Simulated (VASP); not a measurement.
Wanted: the native input for a VASP 6.6.1 run.

* Task: single point
* Functional: PBE
* Potentials or basis: VASP PAW PBE potentials, release 64 (Zn, S)
* Cutoff: 520 eV
* k mesh: 4 × 4 × 2
* Occupations: gaussian, width 0.05 eV
* Spin: no spin polarisation
* Dipole correction: no
* Further INCAR settings: ALGO = Normal; EDIFF = 1e-06; NBANDS = 26

The structure of ZnS lies in POSCAR:

```
ZnS
1.0
    3.8068506073      0.0000000000      0.0000000000
   -1.9034253037      3.2968293343      0.0000000000
    0.0000000000      0.0000000000      6.2475893693
Zn S
2 2
Direct
    0.3333333333      0.6666666667      0.0054009072
    0.6666666667      0.3333333333      0.5054009072
    0.3333333333      0.6666666667      0.3795990928
    0.6666666667      0.3333333333      0.8795990928
```

These files were run (other wordings do the same):

INCAR

```
  ALGO = Normal
  EDIFF = 1E-6
  ENCUT = 520
  GGA = PE
  ISIF = 2
  ISMEAR = 0
  LASPH = True
  LCHARG = False
  LREAL = False
  LWAVE = False
  NBANDS = 26
  NELM = 60
  PREC = Accurate
  SIGMA = 0.05
```

KPOINTS

```
k-points
0
Gamma
  4 4 2
```

Potentials or basis: VASP PAW PBE potentials, release 64 (Zn, S).

Command:

```bash
$ cat potpaw_PBE.64/Zn/POTCAR potpaw_PBE.64/S/POTCAR > POTCAR
$ mpirun -np 1 vasp_std > vasp.out
```

Results of the run:

```json
{
  "Pressure": "2.4 GPa",
  "Largest force": "0.015 eV/Å",
  "Band gap on the k mesh": "2.21 eV"
}
```

Caveat: the k points lie up to 0.50 Å⁻¹ apart.

It took 18 s on 1 thread of Intel(R) Xeon(R) Platinum 8259CL CPU @ 2.50GHz (Skylake/Cascade Lake), on a shared host, peak memory 0.18 GiB.
